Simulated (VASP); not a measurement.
# K2BO3 (P6/mmm) in VASP: a series of runs, part 2 of 2

VASP 6.6.1. The steps go on from the part before.

## (3) Relaxation of cell and atoms, PBE, collinear spin, ferromagnetic start

This run uses another cell than the first one, of 17.03 Å³/atom.

INCAR reads:

```
  ALGO = Normal
  EDIFF = 1E-7
  EDIFFG = -0.04
  ENCUT = 600
  GGA = PE
  IBRION = 2
  ISIF = 3
  ISMEAR = 0
  ISPIN = 2
  LASPH = True
  LCHARG = False
  LORBIT = 11
  LREAL = False
  LWAVE = False
  MAGMOM = 0 0 0 1 1 1
  NELM = 150
  NSW = 90
  PREC = Accurate
  SIGMA = 0.1
```

KPOINTS reads:

```
k-points
0
Gamma
  3 3 6
```

POSCAR reads:

```
K2BO3
1.0
    5.9840997400      0.0000000000      0.0000000000
   -2.9920498700      5.1823824000      0.0000000000
    0.0000000000      0.0000000000      3.2943595400
K B O
2 1 3
Direct
    0.3333333300      0.6666666700      0.0000000000
    0.6666666700      0.3333333300      0.0000000000
    0.0000000000      0.0000000000      0.0000000000
    0.5000000000      0.0000000000      0.5000000000
    0.5000000000      0.5000000000      0.5000000000
    0.0000000000      0.5000000000      0.5000000000
```

Potentials or basis: VASP PAW PBE potentials, release 64 (K_sv, B, O).

On the command line:

```
$ cat potpaw_PBE.64/K_sv/POTCAR potpaw_PBE.64/B/POTCAR potpaw_PBE.64/O/POTCAR > POTCAR
$ mpirun -np 1 vasp_std > vasp.out
```

OUTCAR:

```text
EDIFF = 1E-7
   EDIFFG = -0.04
   ENCUT = 600
   GGA = PE
   IBRION = 2
   ISIF = 3
   ISMEAR = 0
   ISPIN = 2
   LASPH = True
   LORBIT = 11
   LREAL = False
   NELM = 150
   NSW = 90
   PREC = Accurate

 ion  position               nearest neighbor table
   1  0.333  0.667  0.000-   6 2.39   6 2.39   4 2.39   4 2.39   5 2.39   5 2.39   2 3.45   2 3.45
                             2 3.45
   2  0.667  0.333  0.000-   6 2.39   6 2.39   4 2.39   4 2.39   5 2.39   5 2.39   1 3.45   1 3.45
                             1 3.45
   3  0.000  0.000  0.000-
   4  0.500  0.000  0.500-   1 2.39   2 2.39   1 2.39   2 2.39
   5  0.500  0.500  0.500-   1 2.39   2 2.39   1 2.39   2 2.39
   6  0.000  0.500  0.500-   1 2.39   2 2.39   1 2.39   2 2.39

  LATTYP: Found a hexagonal cell.
 ALAT       =     5.9840997400
 C/A-ratio  =     0.5505188221

  Lattice vectors:

 A1 = (   5.9840997400,   0.0000000000,   0.0000000000)
 A2 = (  -2.9920498700,   5.1823824000,   0.0000000000)
 A3 = (   0.0000000000,   0.0000000000,   3.2943595400)

Analysis of symmetry for initial positions (statically):
=====================================================================
 Subroutine PRICEL returns:
 Original cell was already a primitive cell.

 Routine SETGRP: Setting up the symmetry group for a
 hexagonal supercell.

 Subroutine GETGRP returns: Found 24 space group operations
 (whereof 24 operations were pure point group operations)
 out of a pool of 24 trial point group operations.

The static configuration has the point symmetry D_6h.

Analysis of symmetry for dynamics (positions and initial velocities):
=====================================================================
 Subroutine PRICEL returns:
 Original cell was already a primitive cell.

 Routine SETGRP: Setting up the symmetry group for a
 hexagonal supercell.

 Subroutine GETGRP returns: Found 24 space group operations
 (whereof 24 operations were pure point group operations)
 out of a pool of 24 trial point group operations.

The dynamic configuration has the point symmetry D_6h.

[... 148 lines left out ...]

 number of electron      39.0000015 magnetization       3.0362728

 Free energy of the ion-electron system (eV)
  ---------------------------------------------------
  ext. energy  EPLUGINS =         0.00000000
  ---------------------------------------------------
  free energy    TOTEN  =       -17.46218753 eV

  energy without entropy =      -17.43471458  energy(sigma->0) =      -17.44845105

------------------------ aborting loop because EDIFF is reached ----------------------------------------

  FORCE on cell =-STRESS in cart. coord.  units (eV):
  Direction    XX          YY          ZZ          XY          YZ          ZX
  --------------------------------------------------------------------------------------
  -------------------------------------------------------------------------------------
  Total        5.3771909      5.3771909     11.2654372      0.0000000      0.0000000      0.0000000
  in kB       84.3270219     84.3270221    176.6685970      0.0000000      0.0000000      0.0000000
  external PRESSURE =     115.1075470 kB  Pullay stress =       0.0000000 kB
[... 307 lines left out ...]
--------------------------------------- Ionic step        9  -------------------------------------------

 number of electron      39.0000021 magnetization       3.0000004

 Free energy of the ion-electron system (eV)
  ---------------------------------------------------
  ext. energy  EPLUGINS =         0.00000000
  ---------------------------------------------------
  free energy    TOTEN  =       -18.68849048 eV

  energy without entropy =      -18.67772322  energy(sigma->0) =      -18.68310685

 E-fermi :  -1.5392     XC(G=0):  -7.9711

 val. band max:       -1.5865435322   @ k =   0.3333   0.3333   0.5000
 cond. band min:      -1.4697694225   @ k =   0.0000   0.0000   0.5000
 fundamental gap:      0.1167741096
 Fermi energy:        -1.5392275962

 spin component 1

 k-point     1 :       0.0000    0.0000    0.0000
  band No.  band energies     occupation
      1     -28.9214      1.00000
      2     -28.8303      1.00000
      3     -18.1978      1.00000
      4     -18.0172      1.00000
      5     -18.0172      1.00000
      6     -12.4483      1.00000
[... 325 lines left out ...]
     24      -0.1599      0.00000
     25       6.9510      0.00000
 Fermi energy:        -1.5392275962

 spin component 2

 k-point     1 :       0.0000    0.0000    0.0000
  band No.  band energies     occupation
      1     -28.9199      1.00000
      2     -28.8321      1.00000
      3     -16.2974      1.00000
      4     -16.1499      1.00000
      5     -16.1499      1.00000
      6     -12.3668      1.00000
[... 358 lines left out ...]
  FREE ENERGIE OF THE ION-ELECTRON SYSTEM (eV)
  ---------------------------------------------------
  free  energy   TOTEN  =       -18.6884904812 eV

  energy  without entropy=      -18.6777232164  energy(sigma->0) =      -18.68310685

 reached required accuracy - stopping structural energy minimisation

 total charge

# of ion       s       p       d       tot
------------------------------------------
    1        1.965   5.598   0.046   7.609
    2        1.965   5.598   0.046   7.609
    3        0.993   0.269   0.000   1.262
    4        1.601   3.134   0.000   4.735
    5        1.601   3.134   0.000   4.735
    6        1.601   3.134   0.000   4.735
--------------------------------------------------
tot          9.726  20.867   0.092  30.684

 magnetization (x)

# of ion       s       p       d       tot
------------------------------------------
    1       -0.003   0.003  -0.002  -0.002
    2       -0.003   0.003  -0.002  -0.002
    3       -0.009  -0.220   0.000  -0.228
    4        0.012   0.952   0.000   0.964
    5        0.012   0.952   0.000   0.964
    6        0.012   0.952   0.000   0.964
--------------------------------------------------
tot          0.024   2.641  -0.005   2.660
```

OSZICAR:

```text
N       E                     dE             d eps       ncg     rms          rms(c)
DAV:   1     0.331545338526E+03    0.33155E+03   -0.21317E+04  1200   0.163E+03
DAV:   2     0.251883710702E+01   -0.32903E+03   -0.31843E+03  1564   0.406E+02
[... 144 lines left out ...]
DAV:  10    -0.186884896369E+02   -0.42192E-05   -0.10167E-05  1503   0.175E-02    0.109E-02
DAV:  11    -0.186884892945E+02    0.34242E-06   -0.18706E-06  1438   0.666E-03    0.631E-03
DAV:  12    -0.186884895549E+02   -0.26047E-06   -0.63705E-07  1225   0.494E-03    0.275E-03
DAV:  13    -0.186884904070E+02   -0.85206E-06   -0.17775E-07   879   0.293E-03    0.798E-04
DAV:  14    -0.186884905281E+02   -0.12109E-06   -0.38820E-08   630   0.141E-03    0.315E-04
DAV:  15    -0.186884904812E+02    0.46928E-07   -0.15031E-08   629   0.726E-04
   9 F= -.18688490E+02 E0= -.18683107E+02  d E =-.145731E-01  mag=     3.0000
```

CONTCAR:

```text
K2BO3
   1.00000000000000
     6.0985325150877321    0.0000000000000000    0.0000000000000000
    -3.0492662575438660    5.2814840904720128    0.0000000000000000
     0.0000000000000000    0.0000000000000000    3.9612834803259700
  K               B               O
     2     1     3
Direct
     0.3333333300000021    0.6666666699999979    0.0000000000000000
     0.6666666699999979    0.3333333300000021    0.0000000000000000
     0.0000000000000000    0.0000000000000000    1.0000000000000000
     0.5000000000000000    0.0000000000000000    0.5000000000000000
     0.5000000000000000    0.5000000000000000    0.5000000000000000
     0.0000000000000000    0.5000000000000000    0.5000000000000000

  0.00000000E+00  0.00000000E+00  0.00000000E+00
  0.00000000E+00  0.00000000E+00  0.00000000E+00
  0.00000000E+00  0.00000000E+00  0.00000000E+00
  0.00000000E+00  0.00000000E+00  0.00000000E+00
  0.00000000E+00  0.00000000E+00  0.00000000E+00
  0.00000000E+00  0.00000000E+00  0.00000000E+00
```

Run time: 9.3 min. Hardware: 1 thread of Intel Xeon Platinum 8488C (Sapphire Rapids), shared host; peak memory 0.32 GiB.

Results:

* Free energy: -18.6885 eV
* Relaxed volume: 21.27 Å³/atom
* Relaxed cell: a = 6.099 Å, b = 6.099 Å, c = 3.961 Å, α = 90.00°, β = 90.00°, γ = 120.00°
* Space group after relaxing (to 0.1 Å): P6/mmm (No. 191)
* Energy gained by relaxing: 204.4 meV/atom
* Ionic steps: 9
* Pressure after relaxing: -0.1 GPa
* Band gap on the k mesh: zero (filled and empty bands overlap)
* Net moment: 3.00 μB per cell
* Site moments: K -0.00; B -0.23; O +0.96 μB
* Valence electrons inside the program's atomic spheres: K 7.61; B 1.26; O 4.74

The path:
```tsv
step	energy change (eV)	largest force (eV/Å)	pressure (GPa)	volume (Å³)
1	0.0000	0.0000	11.51	102.16
2	-0.9793	0.0000	3.25	121.26
3	-1.1554	0.0000	0.07	134.13
4	-1.1586	0.0000	-0.32	136.24
5	-1.1583	0.0000	-0.45	136.98
6	-1.1771	0.0000	-0.53	136.15
7	-1.2096	0.0000	-0.79	133.52
8	-1.2117	0.0000	-0.89	132.69
9	-1.2263	0.0000	-0.11	127.59
```

Final structure:
```
K B O
1.0
     6.09853    0.00000    0.00000
    -3.04927    5.28148    0.00000
     0.00000    0.00000    3.96128
K B O
2 1 3
Direct
  0.33333 0.66667 0.00000
  0.66667 0.33333 0.00000
  0.00000 0.00000 0.00000
  0.50000 0.00000 0.50000
  0.50000 0.50000 0.50000
  0.00000 0.50000 0.50000
```

Levels at points of the mesh, in eV from the Fermi level:
Spin up:
```csv
k point,band 17,band 18,band 19,band 20,band 21,band 22,band 23,band 24,band 25
"(0.00, 0.00, 0.00)",-1.33,-1.31,-1.22,-1.22,-0.91,1.32,1.32,2.06,6.49
"(0.00, 0.00, 0.50)",-1.37,-1.37,-1.28,-1.00,-1.00,0.58,1.19,1.19,8.00
```
Spin down:
```csv
k point,band 16,band 17,band 18,band 19,band 20,band 21
"(0.00, 0.00, 0.00)",-0.38,-0.38,-0.10,0.92,0.93,0.93
"(0.00, 0.00, 0.50)",-0.30,-0.18,-0.18,0.07,0.48,0.48
```

Caveat: the k points lie up to 0.40 Å⁻¹ apart in the final cell; the volume moved by over 15 % at a fixed basis, so the end points are rough.

The gap in the log of VASP goes by the Fermi energy; the results here count the filled bands.